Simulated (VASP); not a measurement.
Cd: single point with PBE0

Cd:

```xyz
2
Lattice="2.9789 0.0000 0.0000 -1.4894 2.5798 0.0000 0.0000 0.0000 5.6177" Properties=species:S:1:pos:R:3 pbc="T T T"
Cd    1.4894    0.8599    4.2132
Cd    0.0000    1.7199    1.4044
```

| Item | Value |
| --- | --- |
| Program | VASP 6.6.1 |
| Task | single point |
| Functional | PBE0 |
| Potentials or basis | VASP PAW PBE potentials, release 64 (Cd) |
| Cutoff | 520 eV |
| k mesh | 5 × 5 × 3 |
| Occupations | fermi-dirac, width 0.1 eV |
| Spin | no spin polarisation |
| Dipole correction | no |
| Grid for exact exchange (PRECFOCK) | Normal |
| Further INCAR settings | ALGO = Normal; EDIFF = 1e-07; NBANDS = 19 |
| Share of exact exchange | 0.25 |

- Pressure: 2.2 GPa
- Band gap on the k mesh: zero (bands 12 and 13 overlap by 3.99 eV)

Stress tensor (GPa, compression positive):
```
 5.36  0.00  0.00
 0.00  5.36  0.00
 0.00  0.00 -4.08
```

Levels at points of the mesh, in eV from the Fermi level:
```csv
k point,band 9,band 10,band 11,band 12,band 13,band 14,band 15,band 16
"(0.00, 0.00, 0.00)",-9.84,-9.84,-9.76,-3.04,-3.03,12.58,16.35,16.90
```

It took 19 min on 1 thread of Oxide Virtual Turin-like Processor (shared host), peak memory 0.14 GiB.

Caveat: the k points lie up to 0.49 Å⁻¹ apart, too coarse for converged energies and pressures of a metal; the PAW data sets were made with another functional, which shifts forces and pressure a little.
